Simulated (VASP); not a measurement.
Wanted: the native input for a VASP 6.6.1 run.

| Quantity | Value |
| --- | --- |
| Task | single point |
| Functional | PBEsol |
| Potentials or basis | VASP PAW PBE potentials, release 64 (Ag, Cl) |
| Cutoff | 500 eV |
| k mesh | 8 × 8 × 8 |
| Occupations | gaussian, width 0.01 eV |
| Spin | no spin polarisation |
| Dipole correction | no |
| Further INCAR settings | ALGO = Normal; EDIFF = 1e-06; NBANDS = 16 |

The structure of AgCl (Chlorargyrite) lies in POSCAR:

```
AgCl
1.0
    2.6965139372      2.6965139372      0.0000000000
   -2.6965139372      2.6965139372      0.0000000000
    0.0000000000      2.6965139372      2.7400939604
Ag Cl
1 1
Direct
    0.0000000000      0.0000000000      0.0000000000
    0.5000000000      0.5000000000      0.0000000000
```

This cell differs from its parent crystal: in-plane strain -0.01.

One way to write it, as run:

INCAR

```
  ALGO = Normal
  EDIFF = 1E-6
  ENCUT = 500
  GGA = PS
  GGA_COMPAT = F
  ISIF = 2
  ISMEAR = 0
  LASPH = T
  LCHARG = F
  LREAL = F
  LWAVE = F
  NBANDS = 16
  NELM = 120
  PREC = Accurate
  SIGMA = 0.01
```

KPOINTS

```
k-points
0
Gamma
  8 8 8
```

Potentials or basis: VASP PAW PBE potentials, release 64 (Ag, Cl).

The run is started by

```sh
$ cat potpaw_PBE.64/Ag/POTCAR potpaw_PBE.64/Cl/POTCAR > POTCAR
$ mpirun -np 1 vasp_std > vasp.out
```

Results of the run:

```
Pressure               : 0.8 GPa
Band gap on the k mesh : 0.67 eV, indirect (least direct gap 3.28 eV)
```

Caveat: the cell differs from its parent crystal (in-plane strain -0.01); the PAW data sets were made with another functional, which shifts forces and pressure a little.

Run time: 43 s on 1 thread of Intel Xeon 8259CL, on a shared host, peak memory 0.18 GiB.
